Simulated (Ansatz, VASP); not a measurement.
**One calculation of ZnS, two programs**

File INCAR:

```
PREC = Accurate ; ENCUT = 600
EDIFF = 1E-7 ; ISMEAR = 0
SIGMA = 0.1 ; LREAL = F
LASPH = T ; NELM = 80
ALGO = Normal ; ISIF = 3
LWAVE = F ; LCHARG = F
GGA = PE ; IBRION = 2
NSW = 90 ; EDIFFG = -0.04
```

File KPOINTS:

```
regular mesh
0
Gamma
  6 6 4
```

The input POSCAR:

```
ZnS
1.0
    2.9003496300      0.0000000000      0.0000000000
    0.0000000000      3.5787169300      0.0000000000
    0.0000000000      0.0000000000      4.0025341500
Zn S
1 1
Direct
    0.5000000000      0.0000000000      0.5000000000
    0.5000000000      0.5000000000      0.5000000000
```

Input for Ansatz:

```yaml
crystal:
  lattice:
    - [2.90034963, 0.0, 0.0]
    - [0.0, 3.57871693, 0.0]
    - [0.0, 0.0, 4.00253415]
  atoms:
    - { symbol: Zn, position: [0.5, 0.0, 0.5] }
    - { symbol: S, position: [0.5, 0.5, 0.5] }
basis:
  ecutwfc: 420
kpoints:
  mp_grid: { grid: [6, 6, 4] }
hamiltonian:
  xc: pbe
scf:
  occupations: { method: gaussian, width: 0.1 }
  lower_state_search: "off"
output:
  forces: true
  stress: true
  eigenvalues: true
relax:
  adjacent_minimum: "off"
  f_tol: 0.04
  max_steps: 70
  cell: { stress_tol: 0.4 }
```

Alike in both runs: task relaxation of cell and atoms; functional PBE; k mesh 6 × 6 × 4; occupations gaussian, width 0.1 eV; no spin polarisation.

|  | VASP | Ansatz |
| --- | --- | --- |
| version | VASP 6.6.1 | Ansatz 0.2.0 |
| potentials or method | VASP PAW PBE potentials, release 64 (Zn, S), cutoff 600 eV | scalar-relativistic, plane waves, PAW |
| valence electrons in the cell | 18 | 18 |

Ansatz gave:

| Property | Result |
| --- | --- |
| gap on the k mesh at the Fermi level, each at its own relaxed structure (eV) | 1.10 |
| relaxed volume (Å³/atom) | 52.31 |
| relaxed cell length with the largest relative difference (Å) | 4.796 |

What did VASP give for the same quantities?

gap on the k mesh at the Fermi level, each at its own relaxed structure (eV): 0.85; relaxed volume (Å³/atom): 46.05; relaxed cell length with the largest relative difference (Å): 4.494.

One of these differences is far larger than is usual between the two programs; its cause wasn't traced.

Noted on VASP's run: the volume moved by over 15 % at a fixed basis, so the end points are rough.
